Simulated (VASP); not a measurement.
A run of VASP 6.6.1 is set up as follows.

The input INCAR:

```
PREC = Accurate
ENCUT = 600
EDIFF = 1E-6
ISMEAR = 0
SIGMA = 0.01
LREAL = False
LASPH = True
NELM = 120
ALGO = Normal
ISIF = 2
LWAVE = False
LCHARG = True
GGA = PE
LELF = True
LVHAR = True
NBANDS = 11
GGA_COMPAT = False
```

File KPOINTS:

```
Automatic mesh
0
Gamma
  3 3 3
```

File POSCAR:

```
C
1.0
    0.0000000000      1.7470918200      1.7470918200
    1.7470918200      0.0000000000      1.7470918200
    1.7470918200      1.7470918200      0.0000000000
C
2
Direct
    0.0000000000      0.0000000000      0.0000000000
    0.2500000000      0.2500000000      0.2500000000
```

Potentials or basis: VASP PAW PBE potentials, release 64 (C).

The run is started by

```sh
$ cat potpaw_PBE.64/C/POTCAR > POTCAR
$ mpirun -np 1 vasp_std > vasp.out
```

Q: Estimate the pressure.

A: 38.3 GPa.

Q: What does it give for the band gap on the k mesh?

A: 4.25 eV (least direct gap 5.73 eV).

Caveat: the k points lie up to 1.04 Å⁻¹ apart; an odd mesh through Γ misses points on the zone boundary, where band edges can lie.
